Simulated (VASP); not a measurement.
# Be2ZnO3 (P6/mmm) in VASP: notebook

Be2ZnO3 is run at these levels: PBE; tasks: single point, relaxation of cell and atoms.

Everything below comes from runs of VASP 6.6.1. Logs are shortened: lines on timing, memory, paths and dates and some standing lists are left out, and cuts for length are marked.

## Step 1: The cell of the first run

It takes space group P6/mmm (No. 191, hexagonal). Conventional cell: a = 4.910 Å, b = 4.910 Å, c = 2.365 Å, α = 90.00°, β = 90.00°, γ = 120.00°. Within 2.4 Å of Be (site symmetry -6m2) lie 6 O at 1.85 Å and 2 Be at 2.36 Å. Zn (site symmetry 6/mmm) has 2 Zn at 2.36 Å and 12 O at 2.72 Å and 6 Be at 2.83 Å within 3.1 Å. Within 2.5 Å of O (site symmetry mmm) lie 4 Be at 1.85 Å and 6 O at 2.36 to 2.45 Å.

The cell was built from a structure type or drawn by symmetry, and may not be a known phase.

## Step 2: Single point, PBE

INCAR reads:

```
ALGO = Normal
EDIFF = 1E-7
ENCUT = 520
GGA = PE
ISIF = 2
ISMEAR = 0
LASPH = T
LCHARG = F
LREAL = F
LWAVE = F
NBANDS = 26
NELM = 60
PREC = Accurate
SIGMA = 0.1
```

KPOINTS reads:

```
k-points
0
Gamma
  6 6 6
```

POSCAR reads:

```
Be2ZnO3
1.0
    4.9097203594      0.0000000000      0.0000000000
   -2.4548601797      4.2519425567      0.0000000000
    0.0000000000      0.0000000000      2.3647396651
Be Zn O
2 1 3
Direct
    0.3333333333      0.6666666667      0.0000000000
    0.6666666667      0.3333333333      0.0000000000
    0.0000000000      0.0000000000      0.0000000000
    0.5000000000      0.0000000000      0.5000000000
    0.5000000000      0.5000000000      0.5000000000
    0.0000000000      0.5000000000      0.5000000000
```

Potentials or basis: VASP PAW PBE potentials, release 64 (Be, Zn, O).

Command:

```bash
$ cat potpaw_PBE.64/Be/POTCAR potpaw_PBE.64/Zn/POTCAR potpaw_PBE.64/O/POTCAR > POTCAR
$ mpirun -np 1 vasp_std > vasp.out
```

OUTCAR:

```text
EDIFF = 1E-7
   ENCUT = 520
   GGA = PE
   ISIF = 2
   ISMEAR = 0
   LASPH = T
   LREAL = F
   NELM = 60
   PREC = Accurate

 ion  position               nearest neighbor table
   1  0.333  0.667  0.000-   4 1.85   4 1.85   6 1.85   6 1.85   5 1.85   5 1.85
   2  0.667  0.333  0.000-   4 1.85   4 1.85   6 1.85   6 1.85   5 1.85   5 1.85
   3  0.000  0.000  0.000-
   4  0.500  0.000  0.500-   1 1.85   2 1.85   1 1.85   2 1.85
   5  0.500  0.500  0.500-   1 1.85   2 1.85   1 1.85   2 1.85
   6  0.000  0.500  0.500-   1 1.85   2 1.85   1 1.85   2 1.85

  LATTYP: Found a hexagonal cell.
 ALAT       =     4.9097203594
 C/A-ratio  =     0.4816444710

  Lattice vectors:

 A1 = (   4.9097203594,   0.0000000000,   0.0000000000)
 A2 = (  -2.4548601797,   4.2519425567,   0.0000000000)
 A3 = (   0.0000000000,   0.0000000000,   2.3647396651)

Analysis of symmetry for initial positions (statically):
=====================================================================
 Subroutine PRICEL returns:
 Original cell was already a primitive cell.

 Routine SETGRP: Setting up the symmetry group for a
 hexagonal supercell.

 Subroutine GETGRP returns: Found 24 space group operations
 (whereof 24 operations were pure point group operations)
 out of a pool of 24 trial point group operations.

The static configuration has the point symmetry D_6h.

Analysis of symmetry for dynamics (positions and initial velocities):
=====================================================================
 Subroutine PRICEL returns:
 Original cell was already a primitive cell.

 Routine SETGRP: Setting up the symmetry group for a
 hexagonal supercell.

 Subroutine GETGRP returns: Found 24 space group operations
 (whereof 24 operations were pure point group operations)
 out of a pool of 24 trial point group operations.

The dynamic configuration has the point symmetry D_6h.

 Subroutine INISYM returns: Found 24 space group operations
 (whereof 24 operations are pure point group operations),
 and found     1 'primitive' translations

----------------------------------------------------------------------------------------

                                     Primitive cell

  volume of cell :      49.3659

  direct lattice vectors                    reciprocal lattice vectors
     4.909720359  0.000000000  0.000000000     0.203677588  0.117593310  0.000000000
    -2.454860180  4.251942557  0.000000000     0.000000000  0.235186620  0.000000000
     0.000000000  0.000000000  2.364739665     0.000000000  0.000000000  0.422879531

  length of vectors
     4.909720359  4.909720359  2.364739665     0.235186620  0.235186620  0.422879531

  position of ions in fractional coordinates (direct lattice)
     0.333333333  0.666666667  0.000000000
     0.666666667  0.333333333  0.000000000
     0.000000000  0.000000000  0.000000000
     0.500000000  0.000000000  0.500000000
     0.500000000  0.500000000  0.500000000
     1.000000000  0.500000000  0.500000000

  ion indices of the primitive-cell ions
   primitive index   ion index
                 1           1
                 2           2
                 3           3
                 4           4
                 5           5
                 6           6

----------------------------------------------------------------------------------------

 KPOINTS: k-points

Automatic generation of k-mesh.
 Grid dimensions read from file:
 generate k-points for:    6    6    6

 Generating k-lattice:

  Cartesian coordinates                     Fractional coordinates (reciprocal lattice)
     0.033946265  0.019598885  0.000000000     0.166666667 -0.000000000  0.000000000
     0.000000000  0.039197770  0.000000000     0.000000000  0.166666667  0.000000000
     0.000000000  0.000000000  0.070479922     0.000000000  0.000000000  0.166666667

  Length of vectors
     0.039197770  0.039197770  0.070479922

  Shift w.r.t. Gamma in fractional coordinates (k-lattice)
     0.000000000  0.000000000  0.000000000

 Subroutine IBZKPT returns following result:
 ===========================================

 Found     28 irreducible k-points:

 Following reciprocal coordinates:
            Coordinates               Weight
  0.000000  0.000000  0.000000      1.000000
  0.166667 -0.000000  0.000000      6.000000
  0.333333 -0.000000  0.000000      6.000000
  0.500000 -0.000000  0.000000      3.000000
  0.166667  0.166667  0.000000      6.000000
  0.333333  0.166667  0.000000     12.000000
[... 16 lines left out ...]
  0.166667 -0.000000  0.500000      6.000000
  0.333333 -0.000000  0.500000      6.000000
 [... further k-points ...]
   k-points           NKPTS =     28   k-points in BZ     NKDIM =     28   number of bands    NBANDS=     26
   number of dos      NEDOS =    301   number of ions     NIONS =      6
   total plane-waves  NPLWV =  28800
   dimension x,y,z NGX =    40 NGY =   40 NGZ =   18
   dimension x,y,z NGXF=    80 NGYF=   80 NGZF=   36
   ions per type =               2   1   3
   NGX,Y,Z   is equivalent  to a cutoff of  13.54, 13.54, 12.65 a.u.
   NGXF,Y,Z  is equivalent  to a cutoff of  27.09, 27.09, 25.31 a.u.
 SYSTEM =  unknown system
   PREC   = accura    normal or accurate (medium, high low for compatibility)
   ISTART =      0    job   : 0-new  1-cont  2-samecut
   ICHARG =      2    charge: 1-file 2-atom 10-const
   ISPIN  =      1    spin polarized calculation?
   LNONCOLLINEAR =      F non collinear calculations
   LSORBIT =      F    spin-orbit coupling
   LASPH  =      T    aspherical Exc in radial PAW
   ENCUT  =  520.0 eV  38.22 Ry    6.18 a.u.   9.13  9.13  4.40*2*pi/ulx,y,z
   NELM   =     60;   NELMIN=  2; NELMDL= -5     # of ELM steps
   EDIFF  = 0.1E-06   stopping-criterion for ELM
   LREAL  =      F    real-space projection
   EDIFFG = 0.1E-05   stopping-criterion for IOM
   NSW    =      0    number of steps for IOM
   IBRION =     -1    ionic relax: 0-MD 1-quasi-New 2-CG
   NFREE  =      0    steps in history (QN), initial steepest desc. (CG)
   ISIF   =      2    stress and relaxation
   ISYM   =      2    0-nonsym 1-usesym 2-fastsym
   POTIM  = 0.5000    time-step for ionic-motion
   TEBEG  =    0.0;   TEEND  =   0.0 temperature during run
   PSTRESS=    0.0 pullay stress
   NELECT =      34.0000    total number of electrons
   NUPDOWN=      -1.0000    fix difference up-down
   EMIN   =  10.00;   EMAX   =-10.00  energy-range for DOS
   EFERMI =   0.00;   METHOD = LEGACY
   ISMEAR =     0;   SIGMA  =   0.10  broadening in eV -4-tet -1-fermi 0-gaus
   EFERMI_NEDOS =   21; number of points for ismear=-14 and -15
   IALGO  =     38    algorithm
   IMIX   =      4    mixing-type and parameters
     AMIX     =   0.40;   BMIX     =  1.00
     AMIX_MAG =   1.60;   BMIX_MAG =  1.00
  volume/ion in A,a.u.               =       8.23        55.52
  Fermi-wavevector in a.u.,A,eV,Ry     =   1.445746  2.732064 28.438643  2.090181
  Thomas-Fermi vector in A             =   2.563893
   LORBIT       =      0    0 simple, 1 ext, 2 COOP (PROOUT), +10 PAW based schemes
   GGA     = PE    functional components
   LHFCALC =     F    Hartree Fock is set to
   AEXX    =    0.0000 exact exchange contribution
   IVDW    =     0    specifies the selected vdW correction
   LEPSILON=     F    determine dielectric tensor
   LRPA    =     F    only Hartree local field effects (RPA)
 non-spin polarized calculation
 Gauss-broadening in eV      SIGMA  =   0.10
  energy-cutoff  :      520.00
  volume of cell :       49.37
 maximum number of plane-waves:      1354
 NGX is ok and might be reduce to    40
   NGX = 19   NGY = 19   NGZ =  9

 number of electron      33.9999993 magnetization

 Free energy of the ion-electron system (eV)
  ---------------------------------------------------
  ext. energy  EPLUGINS =         0.00000000
  ---------------------------------------------------
  free energy    TOTEN  =       -30.38020966 eV

  energy without entropy =      -30.36970629  energy(sigma->0) =      -30.37495797

 E-fermi :   4.3817     XC(G=0): -11.6691

 val. band max:        4.3727609050   @ k =   0.3333  -0.0000   0.5000
 cond. band min:       4.3834130583   @ k =   0.1667  -0.0000   0.5000
 fundamental gap:      0.0106521533
 Fermi energy:         4.3816772789

 k-point     1 :       0.0000    0.0000    0.0000
  band No.  band energies     occupation
      1     -15.4047      2.00000
      2     -13.3962      2.00000
      3     -13.3962      2.00000
      4      -3.9137      2.00000
      5      -3.4328      2.00000
      6      -2.5893      2.00000
[... 18 lines left out ...]
     25      19.1543      0.00000
     26      19.9375      0.00000

 k-point     2 :       0.1667   -0.0000    0.0000
  band No.  band energies     occupation
      1     -15.3054      2.00000
      2     -13.5514      2.00000
      3     -13.4048      2.00000
      4      -3.9371      2.00000
      5      -3.1845      2.00000
      6      -2.6801      2.00000
[... 18 lines left out ...]
     25      18.9523      0.00000
     26      19.0782      0.00000

 k-point     3 :       0.3333   -0.0000    0.0000
  band No.  band energies     occupation
      1     -15.0370      2.00000
      2     -13.9278      2.00000
      3     -13.4219      2.00000
      4      -3.9991      2.00000
      5      -3.1077      2.00000
      6      -2.7907      2.00000
[... 572 lines left out ...]
 k-point    23 :       0.1667   -0.0000    0.5000
  band No.  band energies     occupation
      1     -13.6311      2.00000
      2     -11.8383      2.00000
      3     -11.6796      2.00000
      4      -3.3502      2.00000
      5      -3.2828      2.00000
      6      -3.2568      2.00000
[... 18 lines left out ...]
     25      16.7676      0.00000
     26      19.8013      0.00000

 k-point    24 :       0.3333   -0.0000    0.5000
  band No.  band energies     occupation
      1     -13.3780      2.00000
      2     -12.2293      2.00000
      3     -11.6948      2.00000
      4      -3.2278      2.00000
      5      -3.1444      2.00000
      6      -3.0496      2.00000
[... 18 lines left out ...]
     25      15.3691      0.00000
     26      18.4307      0.00000

 [... further k-points ...]

------------------------ aborting loop because EDIFF is reached ----------------------------------------

  FORCE on cell =-STRESS in cart. coord.  units (eV):
  Direction    XX          YY          ZZ          XY          YZ          ZX
  --------------------------------------------------------------------------------------
  -------------------------------------------------------------------------------------
  Total        0.0738974      0.0738974      0.1209886      0.0000000     -0.0000000      0.0000000
  in kB        2.3983495      2.3983495      3.9266992      0.0000000     -0.0000000      0.0000000
  external PRESSURE =       2.9077994 kB  Pullay stress =       0.0000000 kB

 VOLUME and BASIS-vectors are now :
 -----------------------------------------------------------------------------
  energy-cutoff  :      520.00
  volume of cell :       49.37
      direct lattice vectors                 reciprocal lattice vectors
     4.909720359  0.000000000  0.000000000     0.203677588  0.117593310  0.000000000
    -2.454860180  4.251942557  0.000000000     0.000000000  0.235186620  0.000000000
     0.000000000  0.000000000  2.364739665     0.000000000  0.000000000  0.422879531

 POSITION                                       TOTAL-FORCE (eV/Angst)
 -----------------------------------------------------------------------------------
     -0.00000      2.83463      0.00000         0.000000      0.000000     -0.000000
      2.45486      1.41731      0.00000        -0.000000     -0.000000      0.000000
      0.00000      0.00000      0.00000        -0.000000      0.000000     -0.000000
      2.45486      0.00000      1.18237        -0.000000      0.000000     -0.000000
      1.22743      2.12597      1.18237        -0.000000      0.000000     -0.000000
     -1.22743      2.12597      1.18237        -0.000000      0.000000     -0.000000
 -----------------------------------------------------------------------------------
    total drift:                               -0.000000      0.000000     -0.000000

  FREE ENERGIE OF THE ION-ELECTRON SYSTEM (eV)
  ---------------------------------------------------
  free  energy   TOTEN  =       -30.3802096563 eV

  energy  without entropy=      -30.3697062884  energy(sigma->0) =      -30.37495797
```

It took 50 s on 1 thread of Intel Xeon 8259CL, shared host; peak memory 0.19 GiB.

Results:

| Quantity | Value |
| --- | --- |
| Free energy | -30.3802 eV |
| Pressure | 0.3 GPa |
| Band gap on the k mesh | zero (bands 17 and 18 overlap by 0.88 eV) |

Stress tensor (GPa, compression positive):
```
0.24 0.00 0.00
0.00 0.24 0.00
0.00 0.00 0.39
```

Levels at points of the mesh, in eV from the Fermi level:
```csv
k point,band 14,band 15,band 16,band 17,band 18,band 19,band 20,band 21
"(0.00, 0.00, 0.00)",-1.26,-1.10,-0.75,0.19,0.19,7.57,7.57,8.58
"(0.50, 0.00, 0.00)",-0.89,-0.69,-0.29,0.19,0.44,3.73,6.39,10.30
"(0.00, 0.00, 0.50)",-2.98,-0.04,-0.04,0.06,1.72,4.62,4.84,4.84
"(0.50, 0.00, 0.50)",-3.05,-1.74,-1.59,-0.01,2.84,3.48,7.06,8.22
```

Caveat: the k points lie up to 0.44 Å⁻¹ apart, too coarse for converged energies and pressures of a metal.

(Part 1 of 2 ends here.)
